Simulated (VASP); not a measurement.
# O (Fd-3m) in VASP: density of states with PBEsol

Aim: the density of states of O with PBEsol.

Everything below comes from runs of VASP 6.6.1. Logs are shortened: lines on timing, memory, paths and dates and some standing lists are left out, and cuts for length are marked.

## 1. The cell of the first run

The structure is cubic, space group Fd-3m (No. 227). Conventional cell: a = 4.339 Å, b = 4.339 Å, c = 4.339 Å, α = 90.00°, β = 90.00°, γ = 90.00°. Within 2.5 Å of O (site symmetry -43m) lie 4 O at 1.88 Å.

## 2. Density of states, PBEsol

Contents of POSCAR:

```
O
1.0
    0.0000000000      2.1695990356      2.1695990356
    2.1695990356      0.0000000000      2.1695990356
    2.1695990356      2.1695990356      0.0000000000
O
2
Direct
   -0.1250000000     -0.1250000000     -0.1250000000
    0.1250000000      0.1250000000      0.1250000000
```

Contents of INCAR.step1:

```
SYSTEM = O
PREC = Accurate
ENCUT = 520
EDIFF = 1E-6
ISMEAR = -1
SIGMA = 0.08
LREAL = .False.
LASPH = .True.
NELM = 80
ALGO = Normal
ISIF = 2
LWAVE = .False.
LCHARG = .True.
GGA = PS
NBANDS = 13
```

Contents of KPOINTS.step1:

```
Automatic mesh
0
Gamma
  14 14 14
  0 0 0
```

Contents of INCAR.step2:

```
SYSTEM = O
PREC = Accurate
ENCUT = 520
EDIFF = 1E-6
ISMEAR = -5
SIGMA = 0.08
LREAL = .False.
LASPH = .True.
NELM = 80
ALGO = Normal
ISIF = 2
LWAVE = .False.
LCHARG = .False.
GGA = PS
LORBIT = 11
NBANDS = 13
NEDOS = 1001
ICHARG = 11
```

Contents of KPOINTS.step2:

```
Automatic mesh
0
Gamma
  21 21 21
  0 0 0
```

Potentials or basis: VASP PAW PBE potentials, release 64 (O).

Launch:

```bash
$ cat potpaw_PBE.64/O/POTCAR > POTCAR
$ cp INCAR.step1 INCAR
$ cp KPOINTS.step1 KPOINTS
$ mpirun -np 1 vasp_std > vasp.out
$ cp INCAR.step2 INCAR
$ cp KPOINTS.step2 KPOINTS
$ mpirun -np 1 vasp_std > vasp.out
```

OUTCAR:

```text
SYSTEM = O
   PREC = Accurate
   ENCUT = 520
   EDIFF = 1E-6
   ISMEAR = -5
   LREAL = .False.
   LASPH = .True.
   NELM = 80
   ISIF = 2
   GGA = PS
   LORBIT = 11
   ICHARG = 11

 ion  position               nearest neighbor table
   1  0.875  0.875  0.875-   2 1.88   2 1.88   2 1.88   2 1.88
   2  0.125  0.125  0.125-   1 1.88   1 1.88   1 1.88   1 1.88

  LATTYP: Found a face centered cubic cell.
 ALAT       =     4.3391980712

  Lattice vectors:

 A1 = (   0.0000000000,   2.1695990356,   2.1695990356)
 A2 = (   2.1695990356,   0.0000000000,   2.1695990356)
 A3 = (   2.1695990356,   2.1695990356,   0.0000000000)

Analysis of symmetry for initial positions (statically):
=====================================================================
 Subroutine PRICEL returns:
 Original cell was already a primitive cell.

 Routine SETGRP: Setting up the symmetry group for a
 face centered cubic supercell.

 Subroutine GETGRP returns: Found 48 space group operations
 (whereof 12 operations were pure point group operations)
 out of a pool of 48 trial point group operations.

The static configuration has the point symmetry D_3d.
 The point group associated with its full space group is O_h .

Analysis of symmetry for dynamics (positions and initial velocities):
=====================================================================
 Subroutine PRICEL returns:
 Original cell was already a primitive cell.

 Routine SETGRP: Setting up the symmetry group for a
 face centered cubic supercell.

 Subroutine GETGRP returns: Found 48 space group operations
 (whereof 12 operations were pure point group operations)
 out of a pool of 48 trial point group operations.

The dynamic configuration has the point symmetry D_3d.
 The point group associated with its full space group is O_h .

 Subroutine INISYM returns: Found 48 space group operations
 (whereof 12 operations are pure point group operations),
 and found     1 'primitive' translations

----------------------------------------------------------------------------------------

                                     Primitive cell

  volume of cell :      20.4253

  direct lattice vectors                    reciprocal lattice vectors
     0.000000000  2.169599036  2.169599036    -0.230457330  0.230457330  0.230457330
     2.169599036  0.000000000  2.169599036     0.230457330 -0.230457330  0.230457330
     2.169599036  2.169599036  0.000000000     0.230457330  0.230457330 -0.230457330

  length of vectors
     3.068276381  3.068276381  3.068276381     0.399163804  0.399163804  0.399163804

  position of ions in fractional coordinates (direct lattice)
     0.875000000  0.875000000  0.875000000
     0.125000000  0.125000000  0.125000000

  ion indices of the primitive-cell ions
   primitive index   ion index
                 1           1
                 2           2

----------------------------------------------------------------------------------------

 KPOINTS: Automatic mesh

Automatic generation of k-mesh.
 Grid dimensions read from file:
 generate k-points for:   21   21   21

 Generating k-lattice:

  Cartesian coordinates                     Fractional coordinates (reciprocal lattice)
    -0.010974159  0.010974159  0.010974159     0.047619048  0.000000000  0.000000000
     0.010974159 -0.010974159  0.010974159     0.000000000  0.047619048  0.000000000
     0.010974159  0.010974159 -0.010974159     0.000000000  0.000000000  0.047619048

  Length of vectors
     0.019007800  0.019007800  0.019007800

  Shift w.r.t. Gamma in fractional coordinates (k-lattice)
     0.000000000  0.000000000  0.000000000

 TETIRR: Found   1276 inequivalent tetrahedra from    55566

 Subroutine IBZKPT returns following result:
 ===========================================

 Found    286 irreducible k-points:

 Following reciprocal coordinates:
            Coordinates               Weight
  0.000000  0.000000  0.000000      1.000000
  0.047619  0.000000  0.000000      8.000000
  0.095238  0.000000  0.000000      8.000000
  0.142857  0.000000  0.000000      8.000000
  0.190476  0.000000  0.000000      8.000000
  0.238095  0.000000  0.000000      8.000000
[... 16 lines left out ...]
 -0.428571  0.047619  0.000000     24.000000
 -0.380952  0.047619  0.000000     24.000000
 [... further k-points ...]
   k-points           NKPTS =    286   k-points in BZ     NKDIM =    286   number of bands    NBANDS=     13
   number of dos      NEDOS =   1001   number of ions     NIONS =      2
   total plane-waves  NPLWV =  13824
   dimension x,y,z NGX =    24 NGY =   24 NGZ =   24
   dimension x,y,z NGXF=    48 NGYF=   48 NGZF=   48
   ions per type =               2
   NGX,Y,Z   is equivalent  to a cutoff of  13.00, 13.00, 13.00 a.u.
   NGXF,Y,Z  is equivalent  to a cutoff of  26.01, 26.01, 26.01 a.u.
 SYSTEM =  O
   PREC   = accura    normal or accurate (medium, high low for compatibility)
   ISTART =      0    job   : 0-new  1-cont  2-samecut
   ICHARG =     11    charge: 1-file 2-atom 10-const
   ISPIN  =      1    spin polarized calculation?
   LNONCOLLINEAR =      F non collinear calculations
   LSORBIT =      F    spin-orbit coupling
   LASPH  =      T    aspherical Exc in radial PAW
   ENCUT  =  520.0 eV  38.22 Ry    6.18 a.u.   5.70  5.70  5.70*2*pi/ulx,y,z
   NELM   =     80;   NELMIN=  2; NELMDL=  0     # of ELM steps
   EDIFF  = 0.1E-05   stopping-criterion for ELM
   LREAL  =      F    real-space projection
   EDIFFG = 0.1E-04   stopping-criterion for IOM
   NSW    =      0    number of steps for IOM
   IBRION =     -1    ionic relax: 0-MD 1-quasi-New 2-CG
   NFREE  =      0    steps in history (QN), initial steepest desc. (CG)
   ISIF   =      2    stress and relaxation
   ISYM   =      2    0-nonsym 1-usesym 2-fastsym
   POTIM  = 0.5000    time-step for ionic-motion
   TEBEG  =    0.0;   TEEND  =   0.0 temperature during run
   PSTRESS=    0.0 pullay stress
   NELECT =      12.0000    total number of electrons
   NUPDOWN=      -1.0000    fix difference up-down
   EMIN   =  10.00;   EMAX   =-10.00  energy-range for DOS
   EFERMI =   0.00;   METHOD = LEGACY
   ISMEAR =    -5;   SIGMA  =   0.08  broadening in eV -4-tet -1-fermi 0-gaus
   EFERMI_NEDOS =   21; number of points for ismear=-14 and -15
   IALGO  =     38    algorithm
   IMIX   =      4    mixing-type and parameters
     AMIX     =   0.40;   BMIX     =  1.00
     AMIX_MAG =   1.60;   BMIX_MAG =  1.00
  volume/ion in A,a.u.               =      10.21        68.92
  Fermi-wavevector in a.u.,A,eV,Ry     =   1.371131  2.591063 25.578974  1.880002
  Thomas-Fermi vector in A             =   2.496856
   LORBIT       =     11    0 simple, 1 ext, 2 COOP (PROOUT), +10 PAW based schemes
   GGA     = PS    functional components
   LHFCALC =     F    Hartree Fock is set to
   AEXX    =    0.0000 exact exchange contribution
   IVDW    =     0    specifies the selected vdW correction
   LEPSILON=     F    determine dielectric tensor
   LRPA    =     F    only Hartree local field effects (RPA)
 non-spin polarized calculation
 Fermi weights with tetrahedron method with Bloechl corrections
  energy-cutoff  :      520.00
  volume of cell :       20.43
 maximum number of plane-waves:       562

 number of electron      11.9999994 magnetization

 Free energy of the ion-electron system (eV)
  ---------------------------------------------------
  ext. energy  EPLUGINS =         0.00000000
  ---------------------------------------------------
  free energy    TOTEN  =        -6.76068102 eV

  energy without entropy =       -6.76068102  energy(sigma->0) =       -6.76068102

 E-fermi :   0.8384     XC(G=0): -10.4754

 val. band max:        0.8865980503   @ k =  -0.2857   0.0952   0.0000
 cond. band min:       0.8061724178   @ k =  -0.2381   0.0952   0.0000
 fundamental gap:     -0.0804256324
 Fermi energy:         0.8383589647

 k-point     1 :       0.0000    0.0000    0.0000
  band No.  band energies     occupation
      1     -20.9625      2.00000
      2     -12.4584      2.00000
      3      -3.1380      2.00000
      4      -3.1380      2.00000
      5      -3.1380      2.00000
      6       0.1413      2.00000
      7       0.1413      2.00000
      8       0.1413      2.00000
      9      10.5374      0.00000
     10      24.4925      0.00000
     11      24.4925      0.00000
     12      24.4930      0.00000
     13      24.9964      0.00000

 k-point     2 :       0.0476    0.0000    0.0000
  band No.  band energies     occupation
      1     -20.9344      2.00000
      2     -12.5150      2.00000
      3      -3.1683      2.00000
      4      -3.1683      2.00000
      5      -3.1607      2.00000
      6       0.1678      2.00000
      7       0.1762      2.00000
      8       0.1762      2.00000
      9      10.6157      0.00000
     10      23.8343      0.00000
     11      23.8343      0.00000
     12      24.0992      0.00000
     13      25.7614      0.00000

 k-point     3 :       0.0952    0.0000    0.0000
  band No.  band energies     occupation
      1     -20.8506      2.00000
      2     -12.6805      2.00000
      3      -3.2527      2.00000
      4      -3.2527      2.00000
      5      -3.2314      2.00000
      6       0.2530      2.00000
      7       0.2739      2.00000
      8       0.2739      2.00000
      9      10.8399      0.00000
     10      23.0934      0.00000
     11      23.0934      0.00000
     12      23.2487      0.00000
     13      26.8102      0.00000
[... 305 lines left out ...]
 k-point    23 :      -0.4286    0.0476    0.0000
  band No.  band energies     occupation
      1     -19.1844      2.00000
      2     -15.3375      2.00000
      3      -4.7035      2.00000
      4      -4.0978      2.00000
      5      -3.7831      2.00000
      6       1.2352      0.00000
      7       1.2627      0.00000
      8       2.0594      0.00000
      9      13.8880      0.00000
     10      16.9557      0.00000
     11      20.8524      0.00000
     12      21.1475      0.00000
     13      29.2455      0.00000

 k-point    24 :      -0.3810    0.0476    0.0000
  band No.  band energies     occupation
      1     -19.3835      2.00000
      2     -15.0667      2.00000
      3      -4.6219      2.00000
      4      -4.0206      2.00000
      5      -3.7424      2.00000
      6       1.1768      0.00000
      7       1.1853      0.00000
      8       1.9029      0.00000
      9      13.5518      0.00000
     10      17.4865      0.00000
     11      20.8054      0.00000
     12      21.3096      0.00000
     13      29.0282      0.00000

 [... further k-points ...]
[... 5 lines left out ...]
  --------------------------------------------------------------------------------------
  -------------------------------------------------------------------------------------
  Total       -0.0227265     -0.0227265     -0.0227265     -0.0000000      0.0000000     -0.0000000
  in kB       -1.7826836     -1.7826836     -1.7826836     -0.0000000      0.0000000     -0.0000000
  external PRESSURE =      -1.7826836 kB  Pullay stress =       0.0000000 kB

 VOLUME and BASIS-vectors are now :
 -----------------------------------------------------------------------------
  energy-cutoff  :      520.00
  volume of cell :       20.43
      direct lattice vectors                 reciprocal lattice vectors
     0.000000000  2.169599036  2.169599036    -0.230457330  0.230457330  0.230457330
     2.169599036  0.000000000  2.169599036     0.230457330 -0.230457330  0.230457330
     2.169599036  2.169599036  0.000000000     0.230457330  0.230457330 -0.230457330

 POSITION                                       TOTAL-FORCE (eV/Angst)
 -----------------------------------------------------------------------------------
      3.79680      3.79680      3.79680        -0.000000     -0.000000     -0.000000
      0.54240      0.54240      0.54240         0.000000      0.000000      0.000000
 -----------------------------------------------------------------------------------
    total drift:                                0.000000      0.000000      0.000000

  FREE ENERGIE OF THE ION-ELECTRON SYSTEM (eV)
  ---------------------------------------------------
  free  energy   TOTEN  =        -6.7606810232 eV

  energy  without entropy=       -6.7606810232  energy(sigma->0) =       -6.76068102

 total charge

# of ion       s       p       d       tot
------------------------------------------
    1        1.679   2.913   0.000   4.592
    2        1.679   2.913   0.000   4.592
--------------------------------------------------
tot          3.359   5.826   0.000   9.184
```

It took 42 s on 1 thread of Intel Xeon Platinum 8375C at 2.90GHz (Ice Lake), shared host; peak memory 0.17 GiB.

Results:

* Valence electrons inside the program's atomic spheres: O 4.59

Caveat: the PAW data sets were made with another functional, which shifts forces and pressure a little; tetrahedron occupations give inexact forces and stress in metals.
